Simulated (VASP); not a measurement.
Here is a VASP 6.6.1 calculation.

File INCAR:

```
SYSTEM = ZnS
ALGO = Normal
EDIFF = 1E-7
ENCUT = 520
GGA = PE
ISIF = 2
ISMEAR = 0
LASPH = .True.
LCHARG = .False.
LREAL = .False.
LWAVE = .False.
NBANDS = 16
NELM = 80
PREC = Accurate
SIGMA = 0.1
```

File KPOINTS:

```
k-points
0
Gamma
  6 6 6
  0 0 0
```

File POSCAR:

```
ZnS
1.0
    0.0000000000      2.7046500000      2.7046500000
    2.7046500000      0.0000000000      2.7046500000
    2.7046500000      2.7046500000      0.0000000000
Zn S
1 1
Direct
    0.0000000000      0.0000000000      0.0000000000
    0.7500000000      0.7500000000      0.7500000000
```

Potentials or basis: VASP PAW PBE potentials, release 64 (Zn, S).

Command:

```sh
$ cat potpaw_PBE.64/Zn/POTCAR potpaw_PBE.64/S/POTCAR > POTCAR
$ mpirun -np 1 vasp_std > vasp.out
```

Question: Estimate the band gap on the k mesh.

Answer: 2.10 eV, direct.

Question: Predict the pressure.

Answer: 1.6 GPa.

**What was measured.**

“Electronic, vibrational, and thermodynamic properties of ZnS (zincblende and rocksalt structure)”, 2009, arxiv:0911.5022 quotes, for a bulk crystal of ZnS at 19 K: band gap 3.85 eV (direct).

Measured gap of ZnS: 3.85 eV (direct; 19 K; quoted in “Electronic, vibrational, and thermodynamic properties of ZnS (zincblende and rocksalt structure)”, 2009, arxiv:0911.5022). This calculation gives 2.10 eV (-1.75 eV). The value is that of PBE, without temperature or zero-point motion. Semilocal functionals fall short of measured gaps as a rule.
